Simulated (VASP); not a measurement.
Here is a VASP 6.6.1 calculation.

The input INCAR:

```
SYSTEM = Si
ALGO = Normal
EDIFF = 1E-7
ENCUT = 520
GGA = RE
ISIF = 2
ISMEAR = -1
LASPH = .True.
LCHARG = .False.
LREAL = .False.
LWAVE = .False.
NBANDS = 13
NELM = 100
PREC = Accurate
SIGMA = 0.1
```

KPOINTS

```
k-points
0
Gamma
  9 9 14
  0 0 0
```

Contents of POSCAR:

```
Si
1.0
    4.4891686318      0.0000000000      0.0000000000
   -2.2445843159      3.8877340770      0.0000000000
    0.0000000000      0.0000000000      2.5702374111
Si
3
Direct
    1.0000000000      0.0000000000      0.0000000000
    0.3333333333      0.6666666667      0.5000000000
    0.6666666667      0.3333333333      0.5000000000
```

Potentials or basis: VASP PAW PBE potentials, release 64 (Si).

The run is started by

```sh
$ cat potpaw_PBE.64/Si/POTCAR > POTCAR
$ mpirun -np 1 vasp_std > vasp.out
```

Task: Predict the pressure.

Result: -0.4 GPa.

Task: What does it give for the band gap on the k mesh?

Result: Zero (band 6 reaches 12.33 eV, above the bottom of band 7 at 5.43 eV).

Stress tensor (GPa, compression positive):
```
-1.35  0.00  0.00
 0.00 -1.35  0.00
 0.00  0.00  1.50
```

Caveat: the PAW data sets were made with another functional, which shifts forces and pressure a little.
